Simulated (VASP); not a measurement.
Runs of VASP 6.6.1 on GdO. The structure is that of space group F-43m (No. 216), or close to it. The cells are those of the table. 

```csv
task,level,cell,gap on the mesh (eV),pressure (GPa),moment (μB)
electric field gradients,LDA,"a = 3.813 Å, angles 60.0°, 2 atoms",none,-7.0,6.88
electric field gradients,PBE,"a = 3.813 Å, angles 60.0°, 2 atoms",none,-0.1,7.54
single point,PBEsol,"a = 3.813 Å, angles 60.0°, 2 atoms",none,-3.9,7.48
single point,PBE,"a = 3.813 Å, angles 60.0°, 2 atoms",none,-0.1,7.54
electric field gradients,PBEsol,"a = 3.813 Å, angles 60.0°, 2 atoms",none,-3.9,7.48
electric field gradients,PBEsol,"a = 3.851 Å, angles 60.0°, 2 atoms",none,(a),7.48
electric field gradients,PBEsol,"a = 3.774 Å, angles 60.0°, 2 atoms",none,-1.1,7.48
```

Alike in all rows: potentials or basis VASP PAW PBE potentials, release 64 (Gd, O); spin collinear, ferromagnetic start; k mesh 13 × 13 × 13; cutoff (eV) 520; smearing fermi-dirac 0.08 eV.

Task: Estimate the missing entries.

Result: (a) -6.3.

Caveats: spin-orbit coupling is left out, which moves the levels of the heavy elements; a cell with one magnetic atom can't hold antiferromagnetic order, which such compounds often take; semilocal functionals describe open f shells poorly, which spoils levels, moments and volumes; the PAW data sets were made with another functional, which shifts forces and pressure a little (at least some runs); the cell stands under tension (at least some runs).

A k mesh can miss the band edges, and the runs leave out spin-orbit coupling on Gd.

A gap of «none» marks levels without a gap at the run's occupations.
